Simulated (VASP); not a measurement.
# Cu (C2/m) in VASP: single point with PBEsol

Aim: the single point of Cu with PBEsol.

Everything below comes from runs of VASP 6.6.1. Logs are shortened: lines on timing, memory, paths and dates and some standing lists are left out, and cuts for length are marked.

### Step 1. The cell of the first run

The structure is monoclinic, space group C2/m (No. 12). The conventional cell has a = 4.366 Å, b = 2.521 Å, c = 4.117 Å, α = 90.00°, β = 90.86°, γ = 90.00°. Within 3.3 Å of Cu (site symmetry m) lie 12 Cu at 2.50 to 2.54 Å.

### Step 2. Single point, PBEsol (strain +0.0150 x Voigt [0, 0, 0, 1, 0, 0])

INCAR reads:

```
SYSTEM = Cu
ALGO = Fast
EDIFF = 1E-6
ENCUT = 520
GGA = PS
ISIF = 2
ISMEAR = 0
LASPH = .TRUE.
LCHARG = .FALSE.
LREAL = .FALSE.
LWAVE = .FALSE.
NBANDS = 18
NELM = 80
PREC = Accurate
SIGMA = 0.15
```

KPOINTS reads:

```
k-points
0
G
  30 30 14
  0 0 0
```

POSCAR reads:

```
Cu
1.0
    2.5205910253      0.0000000000      0.0000000000
   -1.2602955127      2.1828958605      0.0163717190
    0.0000000000      0.0308739245      4.1165232668
Cu
2
Direct
    0.3333333333      0.6666666667      0.2500000000
    0.6666666667      0.3333333333      0.7500000000
```

Potentials or basis: VASP PAW PBE potentials, release 64 (Cu).

The run is started by

```
$ cat potpaw_PBE.64/Cu/POTCAR > POTCAR
$ mpirun -np 1 vasp_std > vasp.out
```

OUTCAR:

```text
SYSTEM = Cu
   EDIFF = 1E-6
   ENCUT = 520
   GGA = PS
   ISIF = 2
   ISMEAR = 0
   LASPH = .TRUE.
   LREAL = .FALSE.
   NELM = 80
   PREC = Accurate

 ion  position               nearest neighbor table
   1  0.333  0.667  0.250-   2 2.50   2 2.51   2 2.51   2 2.53   2 2.53   2 2.54
   2  0.667  0.333  0.750-   1 2.50   1 2.51   1 2.51   1 2.53   1 2.53   1 2.54

  LATTYP: Found a base centered monoclinic cell.
 ALAT       =     4.3659145072
 B/A-ratio  =     0.5773340319
 C/A-ratio  =     0.9429041809
 COS(beta)  =    -0.0149991563

  Lattice vectors:

 A1 = (  -1.2602955126,  -2.1828958605,  -0.0163717190)
 A2 = (   1.2602955127,  -2.1828958605,  -0.0163717190)
 A3 = (   0.0000000000,   0.0308739245,   4.1165232668)

Analysis of symmetry for initial positions (statically):
=====================================================================
 Subroutine PRICEL returns:
 Original cell was already a primitive cell.

 Routine SETGRP: Setting up the symmetry group for a
 base centered monoclinic supercell.

 Subroutine GETGRP returns: Found  4 space group operations
 (whereof  4 operations were pure point group operations)
 out of a pool of  4 trial point group operations.

The static configuration has the point symmetry C_2h.

Analysis of symmetry for dynamics (positions and initial velocities):
=====================================================================
 Subroutine PRICEL returns:
 Original cell was already a primitive cell.

 Routine SETGRP: Setting up the symmetry group for a
 base centered monoclinic supercell.

 Subroutine GETGRP returns: Found  4 space group operations
 (whereof  4 operations were pure point group operations)
 out of a pool of  4 trial point group operations.

The dynamic configuration has the point symmetry C_2h.

 Subroutine INISYM returns: Found  4 space group operations
 (whereof  4 operations are pure point group operations),
 and found     1 'primitive' translations

----------------------------------------------------------------------------------------

                                     Primitive cell

  volume of cell :      22.6486

  direct lattice vectors                    reciprocal lattice vectors
     2.520591025  0.000000000  0.000000000     0.396732350  0.229066414 -0.001717998
    -1.260295513  2.182895860  0.016371719     0.000000000  0.458132828 -0.003435996
     0.000000000  0.030873925  4.116523267     0.000000000 -0.001822028  0.242937107

  length of vectors
     2.520591025  2.520644194  4.116639042     0.458116722  0.458145713  0.242943939

  position of ions in fractional coordinates (direct lattice)
     0.333333333  0.666666667  0.250000000
     0.666666667  0.333333333  0.750000000

  ion indices of the primitive-cell ions
   primitive index   ion index
                 1           1
                 2           2

----------------------------------------------------------------------------------------

 KPOINTS: k-points

Automatic generation of k-mesh.
 Grid dimensions read from file:
 generate k-points for:   30   30   14

 Generating k-lattice:

  Cartesian coordinates                     Fractional coordinates (reciprocal lattice)
     0.013224412  0.007635547 -0.000057267     0.033333333  0.000000000  0.000000000
     0.000000000  0.015271094 -0.000114533     0.000000000  0.033333333  0.000000000
     0.000000000 -0.000130145  0.017352650     0.000000000  0.000000000  0.071428571

  Length of vectors
     0.015270557  0.015271524  0.017353139

  Shift w.r.t. Gamma in fractional coordinates (k-lattice)
     0.000000000  0.000000000  0.000000000

 Subroutine IBZKPT returns following result:
 ===========================================

 Found   3272 irreducible k-points:

 Following reciprocal coordinates:
            Coordinates               Weight
  0.000000  0.000000  0.000000      1.000000
  0.033333 -0.000000 -0.000000      4.000000
  0.066667 -0.000000  0.000000      4.000000
  0.100000 -0.000000  0.000000      4.000000
  0.133333 -0.000000  0.000000      4.000000
  0.166667 -0.000000 -0.000000      4.000000
[... 16 lines left out ...]
  0.200000  0.033333  0.000000      4.000000
  0.233333  0.033333 -0.000000      4.000000
 [... further k-points ...]
   k-points           NKPTS =   3272   k-points in BZ     NKDIM =   3272   number of bands    NBANDS=     18
   number of dos      NEDOS =    301   number of ions     NIONS =      2
   total plane-waves  NPLWV =  12800
   dimension x,y,z NGX =    20 NGY =   20 NGZ =   32
   dimension x,y,z NGXF=    40 NGYF=   40 NGZF=   64
   ions per type =               2
   NGX,Y,Z   is equivalent  to a cutoff of  13.19, 13.19, 12.92 a.u.
   NGXF,Y,Z  is equivalent  to a cutoff of  26.38, 26.38, 25.85 a.u.
 SYSTEM =  Cu
   PREC   = accura    normal or accurate (medium, high low for compatibility)
   ISTART =      0    job   : 0-new  1-cont  2-samecut
   ICHARG =      2    charge: 1-file 2-atom 10-const
   ISPIN  =      1    spin polarized calculation?
   LNONCOLLINEAR =      F non collinear calculations
   LSORBIT =      F    spin-orbit coupling
   LASPH  =      T    aspherical Exc in radial PAW
   ENCUT  =  520.0 eV  38.22 Ry    6.18 a.u.   4.69  4.69  7.65*2*pi/ulx,y,z
   NELM   =     80;   NELMIN=  2; NELMDL= -5     # of ELM steps
   EDIFF  = 0.1E-05   stopping-criterion for ELM
   LREAL  =      F    real-space projection
   EDIFFG = 0.1E-04   stopping-criterion for IOM
   NSW    =      0    number of steps for IOM
   IBRION =     -1    ionic relax: 0-MD 1-quasi-New 2-CG
   NFREE  =      0    steps in history (QN), initial steepest desc. (CG)
   ISIF   =      2    stress and relaxation
   ISYM   =      2    0-nonsym 1-usesym 2-fastsym
   POTIM  = 0.5000    time-step for ionic-motion
   TEBEG  =    0.0;   TEEND  =   0.0 temperature during run
   PSTRESS=    0.0 pullay stress
   NELECT =      22.0000    total number of electrons
   NUPDOWN=      -1.0000    fix difference up-down
   EMIN   =  10.00;   EMAX   =-10.00  energy-range for DOS
   EFERMI =   0.00;   METHOD = LEGACY
   ISMEAR =     0;   SIGMA  =   0.15  broadening in eV -4-tet -1-fermi 0-gaus
   EFERMI_NEDOS =   21; number of points for ismear=-14 and -15
   IALGO  =     68    algorithm
   IMIX   =      4    mixing-type and parameters
     AMIX     =   0.40;   BMIX     =  1.00
     AMIX_MAG =   1.60;   BMIX_MAG =  1.00
  volume/ion in A,a.u.               =      11.32        76.42
  Fermi-wavevector in a.u.,A,eV,Ry     =   1.621319  3.063849 35.765310  2.628676
  Thomas-Fermi vector in A             =   2.715115
   LORBIT       =      0    0 simple, 1 ext, 2 COOP (PROOUT), +10 PAW based schemes
   GGA     = PS    functional components
   LHFCALC =     F    Hartree Fock is set to
   AEXX    =    0.0000 exact exchange contribution
   IVDW    =     0    specifies the selected vdW correction
   LEPSILON=     F    determine dielectric tensor
   LRPA    =     F    only Hartree local field effects (RPA)
 non-spin polarized calculation
 RMM-DIIS sequential band-by-band and
 Gauss-broadening in eV      SIGMA  =   0.15
  energy-cutoff  :      520.00
  volume of cell :       22.65
 maximum number of plane-waves:       627
   NGX =  9   NGY =  9   NGZ = 15

 number of electron      21.9999980 magnetization

 Free energy of the ion-electron system (eV)
  ---------------------------------------------------
  ext. energy  EPLUGINS =         0.00000000
  ---------------------------------------------------
  free energy    TOTEN  =        -8.60282932 eV

  energy without entropy =       -8.59671696  energy(sigma->0) =       -8.59977314

 E-fermi :   7.9028     XC(G=0): -13.1547

 val. band max:        7.9026613395   @ k =  -0.3333   0.0000   0.3571
 cond. band min:       7.9034604905   @ k =   0.4000   0.1000   0.3571
 fundamental gap:      0.0007991509
 Fermi energy:         7.9027910885

 k-point     1 :       0.0000    0.0000    0.0000
  band No.  band energies     occupation
      1      -1.7840      2.00000
      2       2.5922      2.00000
      3       4.7637      2.00000
      4       4.8306      2.00000
      5       4.8307      2.00000
      6       5.0529      2.00000
[... 10 lines left out ...]
     17      31.9719      0.00000
     18      31.9764      0.00000

 k-point     2 :       0.0333   -0.0000   -0.0000
  band No.  band energies     occupation
      1      -1.7469      2.00000
      2       2.6144      2.00000
      3       4.7317      2.00000
      4       4.8447      2.00000
      5       4.8589      2.00000
      6       5.0459      2.00000
[... 10 lines left out ...]
     17      32.3580      0.00000
     18      32.4914      0.00000

 k-point     3 :       0.0667   -0.0000    0.0000
  band No.  band energies     occupation
      1      -1.6357      2.00000
      2       2.6794      2.00000
      3       4.6726      2.00000
      4       4.8864      2.00000
      5       4.9064      2.00000
      6       5.0259      2.00000
[... 10 lines left out ...]
     17      32.5484      0.00000
     18      32.7540      0.00000

 k-point     4 :       0.1000   -0.0000    0.0000
  band No.  band energies     occupation
      1      -1.4518      2.00000
      2       2.7827      2.00000
      3       4.6011      2.00000
      4       4.9435      2.00000
      5       4.9545      2.00000
      6       5.0132      2.00000
[... 10 lines left out ...]
     17      32.5119      0.00000
     18      33.1561      0.00000

 k-point     5 :       0.1333   -0.0000    0.0000
  band No.  band energies     occupation
      1      -1.1972      2.00000
      2       2.9162      2.00000
      3       4.5212      2.00000
      4       4.8779      2.00000
      5       4.9196      2.00000
      6       5.0474      2.00000
[... 10 lines left out ...]
     17      31.5125      0.00000
     18      33.0644      0.00000

 k-point     6 :       0.1667   -0.0000   -0.0000
  band No.  band energies     occupation
      1      -0.8752      2.00000
      2       3.0668      2.00000
      3       4.4392      2.00000
      4       4.6148      2.00000
      5       4.8709      2.00000
      6       5.1430      2.00000
[... 10 lines left out ...]
     17      30.0385      0.00000
     18      32.0109      0.00000

 k-point     7 :       0.2000   -0.0000    0.0000
  band No.  band energies     occupation
      1      -0.4908      2.00000
      2       3.2154      2.00000
      3       4.3597      2.00000
      4       4.3775      2.00000
      5       4.8225      2.00000
      6       5.1180      2.00000
[... 10 lines left out ...]
     17      28.5754      0.00000
     18      30.7145      0.00000

 k-point     8 :       0.2333   -0.0000    0.0000
  band No.  band energies     occupation
      1      -0.0514      2.00000
      2       3.3363      2.00000
      3       4.1542      2.00000
      4       4.3144      2.00000
      5       4.7870      2.00000
      6       5.0578      2.00000
[... 10 lines left out ...]
     17      27.2273      0.00000
     18      29.5813      0.00000
[... 229 lines left out ...]
     17      32.4387      0.00000
     18      32.5799      0.00000

 k-point    20 :       0.1000    0.0333    0.0000
  band No.  band energies     occupation
      1      -1.3058      2.00000
      2       2.8610      2.00000
      3       4.5516      2.00000
      4       4.9433      2.00000
      5       4.9882      2.00000
      6       5.0109      2.00000
[... 10 lines left out ...]
     17      32.1858      0.00000
     18      32.8120      0.00000

 k-point    21 :       0.1333    0.0333    0.0000
  band No.  band energies     occupation
      1      -1.0174      2.00000
      2       3.0041      2.00000
      3       4.4694      2.00000
      4       4.7275      2.00000
      5       4.8985      2.00000
      6       5.0920      2.00000
[... 10 lines left out ...]
     17      30.7998      0.00000
     18      32.6489      0.00000

 k-point    22 :       0.1667    0.0333   -0.0000
  band No.  band energies     occupation
      1      -0.6640      2.00000
      2       3.1559      2.00000
      3       4.3889      2.00000
      4       4.4778      2.00000
      5       4.8481      2.00000
      6       5.1130      2.00000
[... 10 lines left out ...]
     17      29.3248      0.00000
     18      31.4174      0.00000

 k-point    23 :       0.2000    0.0333    0.0000
  band No.  band energies     occupation
      1      -0.2515      2.00000
      2       3.2939      2.00000
      3       4.2511      2.00000
      4       4.3229      2.00000
      5       4.8049      2.00000
      6       5.0560      2.00000
[... 10 lines left out ...]
     17      27.9598      0.00000
     18      30.2783      0.00000

 k-point    24 :       0.2333    0.0333   -0.0000
  band No.  band energies     occupation
      1       0.2110      2.00000
      2       3.3912      2.00000
      3       4.0518      2.00000
      4       4.2837      2.00000
      5       4.7809      2.00000
      6       4.9967      2.00000
[... 10 lines left out ...]
     17      26.9652      0.00000
     18      29.4075      0.00000

 [... further k-points ...]

------------------------ aborting loop because EDIFF is reached ----------------------------------------

  FORCE on cell =-STRESS in cart. coord.  units (eV):
  Direction    XX          YY          ZZ          XY          YZ          ZX
  --------------------------------------------------------------------------------------
  -------------------------------------------------------------------------------------
  Total        0.1033856      0.1029754      0.2466280     -0.0000000     -0.1130187      0.0000000
  in kB        7.3135639      7.2845475     17.4466243     -0.0000000     -7.9950195      0.0000000
  external PRESSURE =      10.6815786 kB  Pullay stress =       0.0000000 kB

 VOLUME and BASIS-vectors are now :
 -----------------------------------------------------------------------------
  energy-cutoff  :      520.00
  volume of cell :       22.65
      direct lattice vectors                 reciprocal lattice vectors
     2.520591025  0.000000000  0.000000000     0.396732350  0.229066414 -0.001717998
    -1.260295513  2.182895860  0.016371719     0.000000000  0.458132828 -0.003435996
     0.000000000  0.030873925  4.116523267     0.000000000 -0.001822028  0.242937107

 POSITION                                       TOTAL-FORCE (eV/Angst)
 -----------------------------------------------------------------------------------
     -0.00000      1.46298      1.04005         0.000000     -0.002024     -0.000031
      1.26030      0.75079      3.09285        -0.000000      0.002024      0.000031
 -----------------------------------------------------------------------------------
    total drift:                                0.000000     -0.000000      0.000000

  FREE ENERGIE OF THE ION-ELECTRON SYSTEM (eV)
  ---------------------------------------------------
  free  energy   TOTEN  =        -8.6028293244 eV

  energy  without entropy=       -8.5967169617  energy(sigma->0) =       -8.59977314
```

It took 28 min on 1 thread of Intel Xeon 8259CL, shared host; peak memory 1.1 GiB.

Results:

- Free energy: -8.6028 eV
- Pressure: 1.1 GPa
- Band gap on the k mesh: zero (bands 11 and 12 overlap by 6.07 eV)

Forces on the atoms (eV/Å):
```
Cu   0.000 -0.002  0.000
Cu   0.000  0.002  0.000
```

Levels at points of the mesh, in eV from the Fermi level:
```
           k point  band 9  band 10  band 11  band 12  band 13  band 14
(0.00, 0.00, 0.00)   -2.54    -1.75    -1.74    -1.13     3.98    21.71
(0.50, 0.00, 0.00)   -1.60    -1.54     0.01     1.65     7.91     8.40
(0.00, 0.50, 0.00)   -1.60    -1.54     0.01     1.65     7.83     8.48
(0.00, 0.00, 0.50)   -2.01    -2.01    -1.96    -1.96    12.80    12.80
(0.50, 0.00, 0.50)   -1.59    -1.58     0.39     0.49     5.00     5.15
(0.00, 0.50, 0.50)   -1.59    -1.58     0.35     0.54     4.93     5.22
```

Caveat: the cell differs from its parent crystal (strain +0.0150 x Voigt [0, 0, 0, 1, 0, 0]); the PAW data sets were made with another functional, which shifts forces and pressure a little.
